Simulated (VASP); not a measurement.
Write the native input for VASP 6.6.1 that does the following.

| Item | Value |
| --- | --- |
| Task | single point |
| Functional | LDA |
| Potentials or basis | VASP PAW LDA potentials, release 64 (Be, Te) |
| Cutoff | 600 eV |
| k mesh | 8 × 8 × 8 |
| Occupations | gaussian, width 0.01 eV |
| Spin | no spin polarisation |
| Dipole correction | no |
| Further INCAR settings | ALGO = Normal; EDIFF = 1e-06; NBANDS = 11 |

The structure of BeTe lies in POSCAR:

```
BeTe
1.0
    0.0000000000      2.7496520262      2.7496520262
    2.7496520262      0.0000000000      2.7496520262
    2.7496520262      2.7496520262      0.0000000000
Be Te
1 1
Direct
    0.0000000000      0.0000000000      0.0000000000
    0.2500000000      0.2500000000      0.2500000000
```

The input as run:

INCAR

```
SYSTEM = BeTe
ALGO = Normal
EDIFF = 1E-6
ENCUT = 600
GGA_COMPAT = .FALSE.
ISIF = 2
ISMEAR = 0
LASPH = .TRUE.
LCHARG = .FALSE.
LREAL = .FALSE.
LWAVE = .FALSE.
NBANDS = 11
NELM = 120
PREC = Accurate
SIGMA = 0.01
```

KPOINTS

```
k-points
0
G
  8 8 8
  0 0 0
```

Potentials or basis: VASP PAW LDA potentials, release 64 (Be, Te).

Run with:

```sh
$ cat potpaw_LDA.64/Be/POTCAR potpaw_LDA.64/Te/POTCAR > POTCAR
$ mpirun -np 1 vasp_std > vasp.out
```

Results of the run:

```yaml
Pressure: 2.3 GPa
Band_gap_on_the_k_mesh: 1.69 eV (least direct gap 3.52 eV)
```

Caveat: spin-orbit coupling is left out, which moves the levels of the heavy elements.

It took 10 s on 1 thread of Intel(R) Xeon(R) Platinum 8259CL CPU @ 2.50GHz (Skylake/Cascade Lake), on a shared host, peak memory 0.16 GiB.
